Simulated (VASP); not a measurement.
Write the native input for VASP 6.6.1 that does the following.

```yaml
Task: single point
Functional: r2SCAN
Potentials_or_basis: VASP PAW PBE potentials, release 64 (Sn_d, Se)
Cutoff: 520 eV
k_mesh: 12 × 12 × 4
Occupations: gaussian, width 0.02 eV
Spin: no spin polarisation
Dipole_correction: no
Further_INCAR_settings: ALGO = Normal; EDIFF = 1e-06; NBANDS = 20
```

Crystal: SnSe2.

```xyz
3
Lattice="3.8406 0.0000 0.0000 -1.9203 3.3260 0.0000 0.0000 0.0000 6.9161" Properties=species:S:1:pos:R:3 pbc="T T T"
Sn    0.0000    0.0000    0.0000
Se    1.9203    1.1087    5.3402
Se    0.0000    2.2173    1.5759
```

One way to write it, as run:

POSCAR

```
SnSe2
1.0
    3.8405603077      0.0000000000      0.0000000000
   -1.9202801539      3.3260227912      0.0000000000
    0.0000000000      0.0000000000      6.9161097711
Sn Se
1 2
Direct
    0.0000000000      0.0000000000      0.0000000000
    0.6666666667      0.3333333333      0.7721395631
    0.3333333333      0.6666666667      0.2278604369
```

INCAR.step1

```
SYSTEM = SnSe2
  ALGO = Normal
  EDIFF = 1E-4
  ENCUT = 520
  GGA = PE
  ISMEAR = 0
  LASPH = .True.
  LCHARG = .False.
  LREAL = .False.
  LWAVE = .True.
  NBANDS = 20
  NELM = 80
  PREC = Accurate
  SIGMA = 0.02
```

INCAR.step2

```
SYSTEM = SnSe2
  ALGO = Normal
  EDIFF = 1E-6
  ENCUT = 520
  ISIF = 2
  ISMEAR = 0
  ISTART = 1
  LASPH = .True.
  LCHARG = .False.
  LMIXTAU = .True.
  LREAL = .False.
  LWAVE = .False.
  METAGGA = R2SCAN
  NBANDS = 20
  NELM = 80
  PREC = Accurate
  SIGMA = 0.02
```

KPOINTS

```
k-points
0
Gamma
  12 12 4
  0 0 0
```

Potentials or basis: VASP PAW PBE potentials, release 64 (Sn_d, Se).

Launch:

```console
$ cat potpaw_PBE.64/Sn_d/POTCAR potpaw_PBE.64/Se/POTCAR > POTCAR
$ cp INCAR.step1 INCAR
$ mpirun -np 1 vasp_std > vasp.out
$ cp INCAR.step2 INCAR
$ mpirun -np 1 vasp_std > vasp.out
```

It gave:

```json
{
  "Pressure": "-0.2 GPa",
  "Largest force": "0.013 eV/Å",
  "Band gap on the k mesh": "1.04 eV (least direct gap 1.44 eV)"
}
```

Caveat: the PAW data sets were made with another functional, which shifts forces and pressure a little; spin-orbit coupling is left out, which moves the levels of the heavy elements.

Wall time 3.1 min on 1 thread of Intel(R) Xeon(R) 6975P-C (Granite Rapids), with other jobs on the host, peak memory 0.3 GiB.
